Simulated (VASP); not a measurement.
Crystal: CuO.

```
Cu O
1.0
     3.17953    0.00000    0.00000
    -1.58977    2.75356    0.00000
     0.00000    0.00000    4.43149
Cu O
2 2
Direct
  0.00000 0.00000 0.00000
  0.00000 0.00000 0.50000
  0.33333 0.66667 0.25000
  0.66667 0.33333 0.75000
```

| Item | Value |
| --- | --- |
| Program | VASP 6.6.1 |
| Task | relaxation of cell and atoms |
| Functional | PBEsol |
| Potentials or basis | VASP PAW PBE potentials, release 64 (Cu, O) |
| Cutoff | 600 eV |
| k mesh | 10 × 10 × 6 |
| Occupations | fermi-dirac, width 0.05 eV |
| Spin | no spin polarisation |

At the start: pressure -2.4 GPa; volume 9.70 Å³/atom.

Q: Where does the relaxation end?

A: Over 17 steps the energy falls by 182.9 meV/atom and the volume is 9.24 Å³/atom (-4.7 %); space group P6_3/mmc (No. 194, to 0.1 Å) before and after.

The path:
| step | energy change (eV) | largest force (eV/Å) | pressure (GPa) | volume (Å³) |
| --- | --- | --- | --- | --- |
| 1 | 0.0000 | 0.0000 | -2.42 | 38.80 |
| 2 | -0.6341 | 0.0000 | -2.08 | 37.76 |
| 3 | -0.7254 | 0.0000 | 1.14 | 36.66 |
| 4 | -0.7315 | 0.0000 | 0.56 | 36.88 |
| 5 | -0.7315 | 0.0000 | 0.38 | 36.93 |
| 6 | -0.7314 | 0.0000 | -0.54 | 37.07 |
| 7 | -0.7315 | 0.0000 | 0.03 | 36.98 |
| 8 | -0.7315 | 0.0000 | -0.14 | 36.99 |
| 9 | -0.7315 | 0.0000 | 0.00 | 36.99 |
| 10 | -0.7315 | 0.0000 | 0.01 | 36.99 |
| 11 | -0.7315 | 0.0000 | -0.27 | 36.99 |
| 12 | -0.7315 | 0.0000 | 0.46 | 36.91 |
| 13 | -0.7315 | 0.0000 | 0.02 | 36.95 |
| 14 | -0.7315 | 0.0000 | 0.26 | 36.93 |
| 15 | -0.7315 | 0.0000 | 0.14 | 36.94 |
| 16 | -0.7316 | 0.0000 | 0.14 | 36.95 |
| 17 | -0.7316 | 0.0000 | -0.01 | 36.96 |

Final structure:
```
Cu O
1.0
     2.91317    0.00000    0.00000
    -1.45659    2.52288    0.00000
     0.00000    0.00000    5.02870
Cu O
2 2
Direct
  0.00000 0.00000 0.00000
  0.00000 0.00000 0.50000
  0.33333 0.66667 0.25000
  0.66667 0.33333 0.75000
```

Caveat: the PAW data sets were made with another functional, which shifts forces and pressure a little.
